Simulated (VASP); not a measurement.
Input of a VASP 6.6.1 run:

File POSCAR:

```
CdSe
1.0
   -0.0268922944      3.0496607589      3.0496607589
    3.0496607589     -0.0268922944      3.0496607589
    3.0496607589      3.0496607589     -0.0268922944
Cd Se
1 1
Direct
   -0.0009446140     -0.0009446140     -0.0009446140
    0.2509446140      0.2509446140      0.2509446140
```

Contents of INCAR.step1:

```
  PREC = Accurate
  ENCUT = 500
  ISMEAR = 0
  SIGMA = 0.02
  LREAL = False
  LASPH = True
  NELM = 120
  GGA = PE
  ALGO = Normal
  EDIFF = 1E-5
  LWAVE = True
  LCHARG = False
  GGA_COMPAT = False
  IBRION = 2
  EDIFFG = -0.01
  NELMIN = 4
  NSW = 100
```

File INCAR.step2:

```
  PREC = Accurate
  ENCUT = 500
  EDIFF = 1E-7
  ISMEAR = 0
  SIGMA = 0.02
  LREAL = False
  LASPH = True
  NELM = 120
  ALGO = Normal
  ISIF = 2
  LWAVE = False
  LCHARG = False
  METAGGA = R2SCAN
  LMIXTAU = True
  IBRION = 2
  NSW = 60
  EDIFFG = -0.002
  ISTART = 1
  GGA_COMPAT = False
  NELMIN = 4
```

The input KPOINTS:

```
regular mesh
0
Gamma
  6 6 6
```

Potentials or basis: VASP PAW PBE potentials, release 64 (Cd, Se).

The run is started by

```sh
$ cat potpaw_PBE.64/Cd/POTCAR potpaw_PBE.64/Se/POTCAR > POTCAR
$ cp INCAR.step1 INCAR
$ mpirun -np 1 vasp_std > vasp.out
$ cp INCAR.step2 INCAR
$ mpirun -np 1 vasp_std > vasp.out
```

(1) Estimate the band gap on the k mesh.

Answers

(1) 1.00 eV, direct.

Caveat: the cell differs from its parent crystal (strained cell); the relaxation stopped at its first step, so nothing moved.
